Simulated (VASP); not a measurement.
# TiSb2 (I4/mcm) in VASP: notebook, part 2 of 2

VASP 6.6.1.

**3. Single point, LDA**

This run uses another cell than the first one, of 21.07 Å³/atom.

Contents of INCAR:

```
  PREC = Accurate
  ENCUT = 520
  EDIFF = 1E-6
  ISMEAR = -1
  SIGMA = 0.02
  LREAL = F
  LASPH = T
  NELM = 100
  ALGO = Normal
  ISIF = 2
  LWAVE = F
  LCHARG = T
  LELF = T
  LVHAR = T
  NBANDS = 31
```

Contents of KPOINTS:

```
regular mesh
0
Gamma
  6 6 6
```

Contents of POSCAR:

```
TiSb2
1.0
   -3.3076503333      3.3076503333      2.8894759218
    3.3076503333     -3.3076503333      2.8894759218
    3.3076503333      3.3076503333     -2.8894759218
Ti Sb
2 4
Direct
    0.2500000000      0.2500000000      0.0000000000
    0.7500000000      0.7500000000      0.0000000000
    0.6515600000      0.1515600000      0.8031200000
    0.1515600000      0.3484400000      0.5000000000
    0.3484400000      0.8484400000      0.1968800000
    0.8484400000      0.6515600000      0.5000000000
```

Potentials or basis: VASP PAW LDA potentials, release 64 (Ti_sv, Sb).

Run with:

```sh
> cat potpaw_LDA.64/Ti_sv/POTCAR potpaw_LDA.64/Sb/POTCAR > POTCAR
> mpirun -np 1 vasp_std > vasp.out
```

OUTCAR:

```text
PREC = Accurate
   ENCUT = 520
   EDIFF = 1E-6
   ISMEAR = -1
   LREAL = F
   LASPH = T
   NELM = 100
   ISIF = 2

 ion  position               nearest neighbor table
   1  0.250  0.250  0.000-   2 2.89   2 2.89   4 2.90   4 2.90   6 2.90   6 2.90   3 2.90   5 2.90
                             3 2.90   5 2.90
   2  0.750  0.750  0.000-   1 2.89   1 2.89   6 2.90   6 2.90   4 2.90   4 2.90   5 2.90   3 2.90
                             5 2.90   3 2.90
   3  0.652  0.152  0.803-   5 2.84   2 2.90   1 2.90   2 2.90   1 2.90   5 3.43   5 3.43   6 3.52
                             4 3.52   4 3.52   6 3.52   6 3.55   4 3.55   4 3.55   6 3.55
   4  0.152  0.348  0.500-   6 2.84   1 2.90   2 2.90   1 2.90   2 2.90   6 3.43   6 3.43   5 3.52
                             3 3.52   3 3.52   5 3.52   3 3.55   5 3.55   3 3.55   5 3.55
[... 1031 lines left out ...]
  in kB      -19.8043039    -19.8043039    -34.7806042      0.0000000      0.0000000     -0.0000000
  external PRESSURE =     -24.7964040 kB  Pullay stress =       0.0000000 kB

 VOLUME and BASIS-vectors are now :
 -----------------------------------------------------------------------------
  energy-cutoff  :      520.00
  volume of cell :      126.45
      direct lattice vectors                 reciprocal lattice vectors
    -3.307650333  3.307650333  2.889475922     0.000000000  0.151164709  0.173041760
     3.307650333 -3.307650333  2.889475922     0.151164709  0.000000000  0.173041760
     3.307650333  3.307650333 -2.889475922     0.151164709  0.151164709  0.000000000

 POSITION                                       TOTAL-FORCE (eV/Angst)
 -----------------------------------------------------------------------------------
      0.00000      0.00000      1.44474        -0.000000     -0.000000     -0.000000
      0.00000      0.00000      4.33421        -0.000000      0.000000     -0.000000
      1.00261      4.31027      0.00000         0.159443      0.159443      0.000000
      2.30504      1.00261      0.00000        -0.159443      0.159443     -0.000000
      2.30504     -1.00261      2.88948        -0.159443     -0.159443     -0.000000
      1.00261      2.30504      2.88948         0.159443     -0.159443      0.000000
 -----------------------------------------------------------------------------------
    total drift:                               -0.000000      0.000000     -0.000000

  FREE ENERGIE OF THE ION-ELECTRON SYSTEM (eV)
  ---------------------------------------------------
  free  energy   TOTEN  =       -39.2173285715 eV

  energy  without entropy=      -39.2132458184  energy(sigma->0) =      -39.21528719
```

stdout:

```text
POSCAR found type information on POSCAR TiSb
 POSCAR found :  2 types and       6 ions
 scaLAPACK will be used
 LDA part: xc-table for (Slater(with rela. corr.)+CA(PZ))
 , standard interpolation
 POSCAR, INCAR and KPOINTS ok, starting setup
 FFT: planning ... GRIDC
 FFT: planning ... GRID_SOFT
 FFT: planning ... GRID
 WAVECAR not read
 entering main loop
```

Wall time 2.9 min (1 thread of Oxide Virtual Turin-like, shared host); peak memory 0.23 GiB.

Results:

```yaml
Free_energy: -39.2173 eV
Pressure: -2.5 GPa
Largest_force: 0.225 eV/Å
Band_gap_on_the_k_mesh: zero (bands 22 and 23 overlap by 0.65 eV)
```

Forces in eV/Å, atoms in the order of the input:
```
Ti   0.000  0.000  0.000
Ti   0.000  0.000  0.000
Sb   0.159  0.159  0.000
Sb  -0.159  0.159  0.000
Sb  -0.159 -0.159  0.000
Sb   0.159 -0.159  0.000
```

Stress tensor (GPa, compression positive):
```
-1.98  0.00  0.00
 0.00 -1.98  0.00
 0.00  0.00 -3.48
```

Caveat: spin-orbit coupling is left out, which moves the levels of the heavy elements.

**4. Single point, LDA**

This run uses another cell than the first one, of 21.72 Å³/atom.

Contents of INCAR:

```
PREC = Accurate
ENCUT = 520
EDIFF = 1E-6
ISMEAR = -1
SIGMA = 0.02
LREAL = False
LASPH = True
NELM = 60
ALGO = Normal
ISIF = 2
LWAVE = False
LCHARG = False
GGA = CA
NBANDS = 31
```

Contents of KPOINTS:

```
Automatic mesh
0
Gamma
  6 6 6
```

POSCAR: that of step 3 with these lines changed.

```diff
@@ -2,5 +2,5 @@
 1.0
-   -3.3076503333      3.3076503333      2.8894759218
-    3.3076503333     -3.3076503333      2.8894759218
-    3.3076503333      3.3076503333     -2.8894759218
+   -3.3410632042      3.3410632042      2.9186645228
+    3.3410632042     -3.3410632042      2.9186645228
+    3.3410632042      3.3410632042     -2.9186645228
 Ti Sb
```

Run with:

```sh
> cat potpaw_LDA.64/Ti_sv/POTCAR potpaw_LDA.64/Sb/POTCAR > POTCAR
> mpirun -np 1 vasp_std > vasp.out
```

It took 2.6 min on 1 thread of Oxide Virtual Turin-like, shared host; peak memory 0.23 GiB.

Results (log left out):

```yaml
Free_energy: -39.1252 eV
Pressure: -5.1 GPa
Largest_force: 0.182 eV/Å
Band_gap_on_the_k_mesh: zero (bands 22 and 23 overlap by 0.63 eV)
```

Forces on the atoms (eV/Å):
```
Ti   0.000  0.000  0.000
Ti   0.000  0.000  0.000
Sb   0.129  0.129  0.000
Sb  -0.129  0.129  0.000
Sb  -0.129 -0.129  0.000
Sb   0.129 -0.129  0.000
```

Stress tensor (GPa, compression positive):
```
-4.85  0.00  0.00
 0.00 -4.85  0.00
 0.00  0.00 -5.75
```

Levels at points of the mesh, in eV from the Fermi level:
```tsv
k point	band 18	band 19	band 20	band 21	band 22	band 23	band 24	band 25	band 26	band 27
(0.00, 0.00, 0.00)	-2.83	-2.83	-2.37	-1.54	-0.79	0.45	0.82	1.43	1.43	1.72
(0.50, 0.00, 0.00)	-1.89	-1.17	-1.17	-0.56	-0.56	0.53	0.53	0.99	0.99	1.82
(0.50, 0.50, 0.00)	-2.52	-2.25	-1.94	-0.62	-0.59	0.31	0.72	0.99	1.73	1.96
(0.50, 0.50, 0.50)	-1.88	-0.74	-0.44	-0.39	0.59	0.59	0.67	0.80	1.93	1.93
```

Caveat: the cell stands under tension; spin-orbit coupling is left out, which moves the levels of the heavy elements.

**5. Overview**

```csv
cell,gap on the mesh (eV),pressure (GPa),largest force (eV/Å)
"a = 5.442 Å, angles 106.0, 106.0, 116.6°, 6 atoms",none,0.7,0.28
"a = 5.498 Å, angles 106.0, 106.0, 116.6°, 6 atoms",none,-2.5,0.23
"a = 5.554 Å, angles 106.0, 106.0, 116.6°, 6 atoms",none,-5.1,0.18
```

Alike in all rows: task single point; level LDA; potentials or basis VASP PAW LDA potentials, release 64 (Ti_sv, Sb); no spin polarisation; k mesh 6 × 6 × 6; cutoff (eV) 520; smearing fermi-dirac 0.02 eV.

Caveats: spin-orbit coupling is left out, which moves the levels of the heavy elements; the cell stands under tension (at least some runs).

Absolute energies hang on the potentials; compare differences alone.
